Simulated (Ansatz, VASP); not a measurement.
**One calculation of HgS, two programs**

```xyz
2
Lattice="0.0000 2.9290 2.9290 2.9290 0.0000 2.9290 2.9290 2.9290 0.0000" Properties=species:S:1:pos:R:3 pbc="T T T"
Hg    0.0000    0.0000    0.0000
S     4.3935    4.3935    4.3935
```

Alike in both runs: task single point; functional PBE-based global hybrid; k mesh 6 × 6 × 6; occupations gaussian, width 0.05 eV; no spin polarisation.

|  | VASP | Ansatz |
| --- | --- | --- |
| version | VASP 6.6.1 | Ansatz 0.2.0 |
| potentials or method | VASP PAW PBE potentials, release 64 (Hg, S), cutoff 400 eV | scalar-relativistic, plane waves, PAW |
| valence electrons in the cell | 18 | 26 |

|  | VASP | Ansatz | Ansatz less VASP |
| --- | --- | --- | --- |
| gap on the k mesh at the Fermi level (eV) | none | none | - |
| pressure (GPa) | 3.9 | 3.6 | -0.30 |

VASP's potentials were made for PBE, not for PBE-based global hybrid. A gap of «none» marks a metal or a gap that the smearing closes. VASP's potentials hold 18 valence electrons a cell and Ansatz's 26, so a difference there can come from the potentials and not from the codes. Ansatz's warnings: filled band counts differ across k points, stress exchange threshold loose, stress scf threshold loose.

Spin-orbit coupling is off throughout.
